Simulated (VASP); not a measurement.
Input of a VASP 6.6.1 run:

File INCAR:

```
SYSTEM = CoSi2
PREC     = Accurate       ! precision mode
ENCUT    = 520            ! plane-wave cutoff, eV
EDIFF    = 1E-6           ! SCF threshold, eV
ISMEAR   = 0              ! smearing method
SIGMA    = 0.15           ! smearing width, eV
LREAL    = .FALSE.        ! projectors in reciprocal space
LASPH    = .TRUE.         ! aspherical terms in the spheres
NELM     = 150            ! most SCF steps
ALGO     = Normal         ! electronic algorithm
ISIF     = 2              ! what is computed and relaxed
LWAVE    = .FALSE.        ! write WAVECAR
LCHARG   = .FALSE.        ! write CHGCAR
ISPIN    = 2              ! spin polarisation
MAGMOM   = 1.375 0 0      ! initial moments
LORBIT   = 11             ! projections on sites
NUPDOWN  = 1.375          ! fixed moment
LMAXMIX  = 4              ! l up to which the mixer works
GGA      = PE             ! functional
NBANDS   = 20             ! bands
```

KPOINTS

```
Automatic mesh
0
G
  14 14 14
  0 0 0
```

Contents of POSCAR:

```
CoSi2
1.0
    0.0000000000      2.7498291905      2.7498291905
    2.7498291905      0.0000000000      2.7498291905
    2.7498291905      2.7498291905      0.0000000000
Co Si
1 2
Direct
    0.0000000000      0.0000000000      0.0000000000
    0.2500000000      0.2500000000      0.2500000000
    0.7500000000      0.7500000000      0.7500000000
```

Potentials or basis: VASP PAW PBE potentials, release 64 (Co, Si).

Run with:

```sh
$ cat potpaw_PBE.64/Co/POTCAR potpaw_PBE.64/Si/POTCAR > POTCAR
$ mpirun -np 1 vasp_std > vasp.out
```

Problem. What does it give for the pressure?

Solution. -4.5 GPa.

Caveat: the total moment is fixed, so each spin has its own Fermi level.
